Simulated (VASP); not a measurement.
Input of a VASP 6.6.1 run:

Contents of INCAR:

```
ALGO = Normal
EDIFF = 1E-8
ENCUT = 520
GGA = CA
ISIF = 2
ISMEAR = -1
LASPH = True
LCHARG = False
LEFG = True
LREAL = False
LWAVE = False
NBANDS = 17
NELM = 100
PREC = Accurate
SIGMA = 0.05
```

File KPOINTS:

```
k-points
0
Gamma
  11 11 11
```

The input POSCAR:

```
Sr
1.0
   -2.8100000000      2.8600000000      1.5250000000
    2.8100000000     -2.8600000000      1.5250000000
    2.8100000000      2.8600000000     -1.5250000000
Sr
2
Direct
    0.3750000000      0.1250000000      0.2500000000
    0.6250000000      0.8750000000      0.7500000000
```

Potentials or basis: VASP PAW LDA potentials, release 64 (Sr_sv).

Run with:

```bash
$ cat potpaw_LDA.64/Sr_sv/POTCAR > POTCAR
$ mpirun -np 1 vasp_std > vasp.out
```

Estimate the largest force.

0.007 eV/Å.

Predict the pressure.

22.7 GPa.

Stress tensor (GPa, compression positive):
```
23.61  0.00  0.00
 0.00 20.97  0.00
 0.00  0.00 23.40
```

Caveat: the cell stands under pressure; without QUAD_EFG the Cq values of the log hold for a quadrupole moment of 1 mb, not for the nuclei.
